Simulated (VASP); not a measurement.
# BaTiO3 (Pm) in VASP: a series of runs

BaTiO3 is run at these levels: PBE+U; tasks: single point.

All numbers are computed with VASP 6.6.1; they aren't measurements. Logs are shortened: lines on timing, memory, paths and dates and some standing lists are left out, and cuts for length are marked.

## 1. The cell of the first run

The structure is monoclinic, space group Pm (No. 6). Conventional cell: a = 4.072 Å, b = 4.008 Å, c = 4.072 Å, α = 90.00°, β = 90.25°, γ = 90.00°. Within 3.2 Å of Ba (site symmetry m) lie 11 O at 2.43 to 3.05 Å. Within 2.5 Å of Ti (site symmetry m) lie 6 O at 1.89 to 2.19 Å. Within 2.7 Å of O (site symmetry m) lie 2 Ti at 2.05 Å and 1 Ba at 2.43 Å and 2 O at 2.52 Å. O (site symmetry m) has 2 Ti at 1.89 to 2.19 Å within 2.5 Å. O (site symmetry m) has 2 Ti at 1.89 to 2.19 Å within 2.5 Å.

## 2. Single point, PBE+U (atom 3 (O) moved by (-0.450, +0.225) A along y and z)

File INCAR:

```
PREC = Accurate
ENCUT = 520
EDIFF = 1E-6
ISMEAR = 0
SIGMA = 0.05
LREAL = False
LASPH = True
NELM = 150
ALGO = Normal
ISIF = 2
LWAVE = False
LCHARG = False
LMAXMIX = 4
LDAU = True
LDAUTYPE = 2
LDAUL = -1 2 -1
LDAUU = 0 4 0
LDAUJ = 0 0 0
LDAUPRINT = 1
GGA = PE
NBANDS = 28
```

File KPOINTS:

```
Automatic mesh
0
Gamma
  6 6 6
```

File POSCAR:

```
BaTiO3
1.0
    4.0082194129      0.0000000000      0.0000000000
    0.0000000000      2.8732814832      2.8859184405
    0.0000000000     -2.8732814832      2.8859184405
Ba Ti O
1 1 3
Direct
    0.0000000000      0.0080771898      0.0080771898
    0.5000000000      0.5197092923      0.5197092923
    0.0000000000      0.4523015394      0.6089168945
    0.5000000000      0.4938075436      0.9829991481
    0.5000000000      0.9829991481      0.4938075436
```

Potentials or basis: VASP PAW PBE potentials, release 64 (Ba_sv, Ti_sv, O).

Launch:

```
> cat potpaw_PBE.64/Ba_sv/POTCAR potpaw_PBE.64/Ti_sv/POTCAR potpaw_PBE.64/O/POTCAR > POTCAR
> mpirun -np 1 vasp_std > vasp.out
```

OUTCAR:

```text
PREC = Accurate
   ENCUT = 520
   EDIFF = 1E-6
   ISMEAR = 0
   LREAL = False
   LASPH = True
   NELM = 150
   ISIF = 2
   GGA = PE

 ion  position               nearest neighbor table
   1  0.000  0.008  0.008-   3 2.43   3 2.79   5 2.82   4 2.82   4 2.82   5 2.82   5 2.90   4 2.90
                             5 2.90   4 2.90   3 3.05   3 3.33   2 3.46   2 3.46   2 3.50   2 3.50
   2  0.500  0.520  0.520-   4 1.89   5 1.89   3 2.05   3 2.05   5 2.19   4 2.19   1 3.46   1 3.46
                             1 3.50   1 3.50   1 3.50   1 3.50   1 3.57   1 3.57
   3  0.000  0.452  0.609-   2 2.05   2 2.05   1 2.43   1 2.79   1 3.05   1 3.33
   4  0.500  0.494  0.983-   2 1.89   2 2.19   1 2.82   1 2.82   1 2.90   1 2.90
   5  0.500  0.983  0.494-   2 1.89   2 2.19   1 2.82   1 2.82   1 2.90   1 2.90

  LATTYP: Found a base centered orthorhombic cell.
 ALAT       =     5.7465629664
 B/A-ratio  =     1.0043980923
 C/A-ratio  =     0.6974985633

  Lattice vectors:

 A1 = (   0.0000000000,   2.8732814832,  -2.8859184405)
 A2 = (   0.0000000000,   2.8732814832,   2.8859184405)
 A3 = (   4.0082194129,   0.0000000000,   0.0000000000)

Analysis of symmetry for initial positions (statically):
=====================================================================
 Subroutine PRICEL returns:
 Original cell was already a primitive cell.

 Routine SETGRP: Setting up the symmetry group for a
 base centered orthorhombic supercell.

 Subroutine GETGRP returns: Found  2 space group operations
 (whereof  2 operations were pure point group operations)
 out of a pool of  8 trial point group operations.

The static configuration has the point symmetry C_1h.

Analysis of symmetry for dynamics (positions and initial velocities):
=====================================================================
 Subroutine PRICEL returns:
 Original cell was already a primitive cell.

 Routine SETGRP: Setting up the symmetry group for a
 base centered orthorhombic supercell.

 Subroutine GETGRP returns: Found  2 space group operations
 (whereof  2 operations were pure point group operations)
 out of a pool of  8 trial point group operations.

The dynamic configuration has the point symmetry C_1h.

 Subroutine INISYM returns: Found  2 space group operations
 (whereof  2 operations are pure point group operations),
 and found     1 'primitive' translations

----------------------------------------------------------------------------------------

                                     Primitive cell

  volume of cell :      66.4728

  direct lattice vectors                    reciprocal lattice vectors
     4.008219413  0.000000000  0.000000000     0.249487340  0.000000000  0.000000000
     0.000000000  2.873281483  2.885918440     0.000000000  0.174017061  0.173255070
     0.000000000 -2.873281483  2.885918440     0.000000000 -0.174017061  0.173255070

  length of vectors
     4.008219413  4.072379124  4.072379124     0.249487340  0.245559070  0.245559070

  position of ions in fractional coordinates (direct lattice)
     0.000000000  0.008077190  0.008077190
     0.500000000  0.519709292  0.519709292
     0.000000000  0.452301539  0.608916894
     0.500000000  0.493807544  0.982999148
     0.500000000  0.982999148  0.493807544

  ion indices of the primitive-cell ions
   primitive index   ion index
                 1           1
                 2           2
                 3           3
                 4           4
                 5           5

----------------------------------------------------------------------------------------

 KPOINTS: Automatic mesh

Automatic generation of k-mesh.
 Grid dimensions read from file:
 generate k-points for:    6    6    6

 Generating k-lattice:

  Cartesian coordinates                     Fractional coordinates (reciprocal lattice)
     0.041581223  0.000000000  0.000000000     0.166666667  0.000000000  0.000000000
     0.000000000  0.029002844  0.028875845     0.000000000  0.166666667  0.000000000
     0.000000000 -0.029002844  0.028875845     0.000000000  0.000000000  0.166666667

  Length of vectors
     0.041581223  0.040926512  0.040926512

  Shift w.r.t. Gamma in fractional coordinates (k-lattice)
     0.000000000  0.000000000  0.000000000

 Subroutine IBZKPT returns following result:
 ===========================================

 Found     80 irreducible k-points:

 Following reciprocal coordinates:
            Coordinates               Weight
  0.000000  0.000000  0.000000      1.000000
  0.166667  0.000000  0.000000      2.000000
  0.333333  0.000000  0.000000      2.000000
  0.500000  0.000000  0.000000      1.000000
  0.000000  0.166667 -0.000000      2.000000
  0.000000  0.000000 -0.166667      2.000000
[... 16 lines left out ...]
  0.166667  0.500000  0.000000      2.000000
 -0.166667  0.000000  0.500000      2.000000
 [... further k-points ...]
   k-points           NKPTS =     80   k-points in BZ     NKDIM =     80   number of bands    NBANDS=     28
   number of dos      NEDOS =    301   number of ions     NIONS =      5
   total plane-waves  NPLWV =  27000
   dimension x,y,z NGX =    30 NGY =   30 NGZ =   30
   dimension x,y,z NGXF=    60 NGYF=   60 NGZF=   60
   ions per type =               1   1   3
   NGX,Y,Z   is equivalent  to a cutoff of  12.44, 12.25, 12.25 a.u.
   NGXF,Y,Z  is equivalent  to a cutoff of  24.89, 24.49, 24.49 a.u.
 SYSTEM =  unknown system
   PREC   = accura    normal or accurate (medium, high low for compatibility)
   ISTART =      0    job   : 0-new  1-cont  2-samecut
   ICHARG =      2    charge: 1-file 2-atom 10-const
   ISPIN  =      1    spin polarized calculation?
   LNONCOLLINEAR =      F non collinear calculations
   LSORBIT =      F    spin-orbit coupling
   LASPH  =      T    aspherical Exc in radial PAW
   ENCUT  =  520.0 eV  38.22 Ry    6.18 a.u.   7.45  7.57  7.57*2*pi/ulx,y,z
   NELM   =    150;   NELMIN=  2; NELMDL= -5     # of ELM steps
   EDIFF  = 0.1E-05   stopping-criterion for ELM
   LREAL  =      F    real-space projection
   EDIFFG = 0.1E-04   stopping-criterion for IOM
   NSW    =      0    number of steps for IOM
   IBRION =     -1    ionic relax: 0-MD 1-quasi-New 2-CG
   NFREE  =      0    steps in history (QN), initial steepest desc. (CG)
   ISIF   =      2    stress and relaxation
   ISYM   =      2    0-nonsym 1-usesym 2-fastsym
   POTIM  = 0.5000    time-step for ionic-motion
   TEBEG  =    0.0;   TEEND  =   0.0 temperature during run
   PSTRESS=    0.0 pullay stress
   NELECT =      40.0000    total number of electrons
   NUPDOWN=      -1.0000    fix difference up-down
   EMIN   =  10.00;   EMAX   =-10.00  energy-range for DOS
   EFERMI =   0.00;   METHOD = LEGACY
   ISMEAR =     0;   SIGMA  =   0.05  broadening in eV -4-tet -1-fermi 0-gaus
   EFERMI_NEDOS =   21; number of points for ismear=-14 and -15
   IALGO  =     38    algorithm
   IMIX   =      4    mixing-type and parameters
     AMIX     =   0.40;   BMIX     =  1.00
     AMIX_MAG =   1.60;   BMIX_MAG =  1.00
  volume/ion in A,a.u.               =      13.29        89.72
  Fermi-wavevector in a.u.,A,eV,Ry     =   1.382124  2.611835 25.990747  1.910266
  Thomas-Fermi vector in A             =   2.506844
   LORBIT       =      0    0 simple, 1 ext, 2 COOP (PROOUT), +10 PAW based schemes
 LDA+U is selected, type is set to LDAUTYPE =  2
   angular momentum for each species LDAUL =    -1    2   -1
   U (eV)           for each species LDAUU =   0.0  4.0  0.0
   J (eV)           for each species LDAUJ =   0.0  0.0  0.0
   GGA     = PE    functional components
   LHFCALC =     F    Hartree Fock is set to
   AEXX    =    0.0000 exact exchange contribution
   IVDW    =     0    specifies the selected vdW correction
   LEPSILON=     F    determine dielectric tensor
   LRPA    =     F    only Hartree local field effects (RPA)
 non-spin polarized calculation
 Gauss-broadening in eV      SIGMA  =   0.05
  energy-cutoff  :      520.00
  volume of cell :       66.47
 maximum number of plane-waves:      1811
 NGX is ok and might be reduce to    30
   NGX = 15   NGY = 15   NGZ = 15

atom =   2  type =  2  l = 2

 onsite density matrix

spin component  1

  0.1097  0.0000  0.0000  0.0075  0.0000
  0.0000  0.2444 -0.0030  0.0000  0.0019
  0.0000 -0.0030  0.1393  0.0000 -0.0453
  0.0075  0.0000  0.0000  0.0988  0.0000
  0.0000  0.0019 -0.0453  0.0000  0.2089

spin component  2

  0.1097  0.0000  0.0000  0.0075  0.0000
  0.0000  0.2444 -0.0030  0.0000  0.0019
  0.0000 -0.0030  0.1393  0.0000 -0.0453
  0.0075  0.0000  0.0000  0.0988  0.0000
  0.0000  0.0019 -0.0453  0.0000  0.2089

 occupancies and eigenvectors

  o =  0.0950  v = -0.4558  0.0000  0.0000  0.8901  0.0000  0.0000  0.0000  0.0000  0.0000  0.0000      0.0000  0.0000  0.0000  0.0000  0.0000  0.0000  0.0000  0.0000  0.0000  0.0000
  o =  0.0950  v =  0.0000  0.0000  0.0000  0.0000  0.0000 -0.4558  0.0000  0.0000  0.8901  0.0000      0.0000  0.0000  0.0000  0.0000  0.0000  0.0000  0.0000  0.0000  0.0000  0.0000
  o =  0.1135  v =  0.0000  0.0000  0.0000  0.0000  0.0000 -0.8901 -0.0000 -0.0000 -0.4558 -0.0000      0.0000  0.0000  0.0000  0.0000  0.0000  0.0000  0.0000  0.0000  0.0000  0.0000
  o =  0.1135  v = -0.8901 -0.0000 -0.0000 -0.4558 -0.0000  0.0000  0.0000  0.0000  0.0000  0.0000      0.0000  0.0000  0.0000  0.0000  0.0000  0.0000  0.0000  0.0000  0.0000  0.0000
  o =  0.1169  v =  0.0000  0.0145  0.8972 -0.0000  0.4415  0.0000  0.0000  0.0000  0.0000  0.0000      0.0000  0.0000  0.0000  0.0000  0.0000  0.0000  0.0000  0.0000  0.0000  0.0000
  o =  0.1169  v =  0.0000  0.0000  0.0000  0.0000  0.0000  0.0000  0.0145  0.8972 -0.0000  0.4415      0.0000  0.0000  0.0000  0.0000  0.0000  0.0000  0.0000  0.0000  0.0000  0.0000
  o =  0.2306  v =  0.0000 -0.2137 -0.4285  0.0000  0.8779  0.0000  0.0000  0.0000  0.0000  0.0000      0.0000  0.0000  0.0000  0.0000  0.0000  0.0000  0.0000  0.0000  0.0000  0.0000
  o =  0.2306  v =  0.0000  0.0000  0.0000  0.0000  0.0000  0.0000 -0.2137 -0.4285  0.0000  0.8779      0.0000  0.0000  0.0000  0.0000  0.0000  0.0000  0.0000  0.0000  0.0000  0.0000
  o =  0.2451  v =  0.0000  0.0000  0.0000  0.0000  0.0000  0.0000 -0.9768  0.1071  0.0000 -0.1855      0.0000  0.0000  0.0000  0.0000  0.0000  0.0000  0.0000  0.0000  0.0000  0.0000
  o =  0.2451  v =  0.0000 -0.9768  0.1071  0.0000 -0.1855  0.0000  0.0000  0.0000  0.0000  0.0000      0.0000  0.0000  0.0000  0.0000  0.0000  0.0000  0.0000  0.0000  0.0000  0.0000

 number of electron      39.9999989 magnetization

 Free energy of the ion-electron system (eV)
  ---------------------------------------------------
  ext. energy  EPLUGINS =         0.00000000
  ---------------------------------------------------
  free energy    TOTEN  =       -36.57531845 eV

  energy without entropy =      -36.57531845  energy(sigma->0) =      -36.57531845

 E-fermi :   4.3309     XC(G=0): -11.0544

 val. band max:        3.9366702329   @ k =   0.5000   0.5000   0.5000
 cond. band min:       6.0122353437   @ k =   0.0000   0.0000   0.0000
 fundamental gap:      2.0755651108
 Fermi energy:         4.3308587867

 k-point     1 :       0.0000    0.0000    0.0000
  band No.  band energies     occupation
      1     -54.0576      2.00000
      2     -30.2538      2.00000
      3     -30.2241      2.00000
      4     -30.2022      2.00000
      5     -21.1185      2.00000
      6     -13.2031      2.00000
[... 20 lines left out ...]
     27       9.2918      0.00000
     28      10.2573      0.00000

 k-point     2 :       0.1667    0.0000    0.0000
  band No.  band energies     occupation
      1     -54.0574      2.00000
      2     -30.2534      2.00000
      3     -30.2238      2.00000
      4     -30.2111      2.00000
      5     -21.0916      2.00000
      6     -13.2150      2.00000
[... 20 lines left out ...]
     27       9.7569      0.00000
     28      10.9060      0.00000

 k-point     3 :       0.3333    0.0000    0.0000
  band No.  band energies     occupation
      1     -54.0569      2.00000
      2     -30.2527      2.00000
      3     -30.2299      2.00000
      4     -30.2223      2.00000
      5     -21.0368      2.00000
      6     -13.2926      2.00000
[... 616 lines left out ...]
      3     -30.2386      2.00000
      4     -30.2096      2.00000
      5     -20.9917      2.00000
      6     -13.3176      2.00000
[... 20 lines left out ...]
     27      11.4803      0.00000
     28      12.1204      0.00000

 k-point    24 :      -0.1667    0.0000    0.5000
  band No.  band energies     occupation
      1     -54.0567      2.00000
      2     -30.2836      2.00000
      3     -30.2268      2.00000
      4     -30.2096      2.00000
      5     -21.0006      2.00000
      6     -13.2916      2.00000
[... 20 lines left out ...]
     27      11.6384      0.00000
     28      12.1576      0.00000

 [... further k-points ...]
[... 5 lines left out ...]
  --------------------------------------------------------------------------------------
  -------------------------------------------------------------------------------------
  Total        1.9378205      3.2278022      1.4390709      0.0000000     -0.0023840      0.0000000
  in kB       46.7068318     77.7989579     34.6855894      0.0000000     -0.0574617      0.0000000
  external PRESSURE =      53.0637930 kB  Pullay stress =       0.0000000 kB

 VOLUME and BASIS-vectors are now :
 -----------------------------------------------------------------------------
  energy-cutoff  :      520.00
  volume of cell :       66.47
      direct lattice vectors                 reciprocal lattice vectors
     4.008219413  0.000000000  0.000000000     0.249487340  0.000000000  0.000000000
     0.000000000  2.873281483  2.885918440     0.000000000  0.174017061  0.173255070
     0.000000000 -2.873281483  2.885918440     0.000000000 -0.174017061  0.173255070

 POSITION                                       TOTAL-FORCE (eV/Angst)
 -----------------------------------------------------------------------------------
      0.00000      0.00000      0.04662         0.000000     -0.892403     -0.003250
      2.00411      0.00000      2.99968         0.000000     -0.671090     -0.339840
      0.00000     -0.45000      3.06259         0.000000      3.018060     -1.114398
      2.00411     -1.40559      4.26194         0.000000     -1.504070      1.693665
      2.00411      1.40559      4.26194         0.000000      0.049503     -0.236177
 -----------------------------------------------------------------------------------
    total drift:                                0.000000     -0.000048     -0.000665

  FREE ENERGIE OF THE ION-ELECTRON SYSTEM (eV)
  ---------------------------------------------------
  free  energy   TOTEN  =       -36.5753184535 eV

  energy  without entropy=      -36.5753184535  energy(sigma->0) =      -36.57531845
```

It took 2.2 min on 1 thread of Intel Xeon 6975P-C, shared host; peak memory 0.28 GiB.

Results:

```yaml
Free_energy: -36.5753 eV
Pressure: 5.3 GPa
Largest_force: 3.217 eV/Å
Band_gap_on_the_k_mesh: 2.08 eV, indirect (least direct gap 2.54 eV)
```

Forces on the atoms (eV/Å):
```
Ba   0.000 -0.892 -0.003
Ti   0.000 -0.671 -0.340
O    0.000  3.018 -1.114
O    0.000 -1.504  1.694
O    0.000  0.050 -0.236
```

Stress tensor (GPa, compression positive):
```
 4.67  0.00  0.00
 0.00  7.78 -0.01
 0.00 -0.01  3.47
```

Levels at points of the mesh, in eV from the valence-band top:
```
           k point  band 18  band 19  band 20  band 21  band 22  band 23
(0.00, 0.00, 0.00)    -0.96    -0.74    -0.47     2.08     2.45     2.98
(0.50, 0.00, 0.00)    -1.40    -1.30    -0.89     2.48     2.77     3.41
(0.00, 0.50, 0.00)    -1.93    -0.98    -0.62     2.50     3.58     3.75
(0.00, 0.00, 0.50)    -1.87    -1.17    -0.80     2.60     3.61     3.84
(0.50, 0.50, 0.00)    -1.14    -0.98    -0.35     3.19     3.64     3.88
(0.50, 0.00, 0.50)    -1.29    -1.24    -0.07     3.41     3.66     3.77
(0.00, 0.50, 0.50)    -1.13    -0.99    -0.47     3.59     3.92     3.96
(0.50, 0.50, 0.50)    -0.54    -0.39     0.00     3.74     4.05     4.18
```

Eigenvalues of the final occupation matrices:
```
    site  spin  trace               eigenvalues
site 2 d     1   0.80  0.09 0.11 0.12 0.23 0.25
site 2 d     2   0.80  0.09 0.11 0.12 0.23 0.25
```

Caveat: the cell differs from its parent crystal (atom 3 (O) moved by (-0.450, +0.225) A along y and z); spin-orbit coupling is left out, which moves the levels of the heavy elements; forces of over 1 eV/Å act on the atoms, so gaps and moduli don't describe the material at rest.

(Part 1 of 2 ends here.)
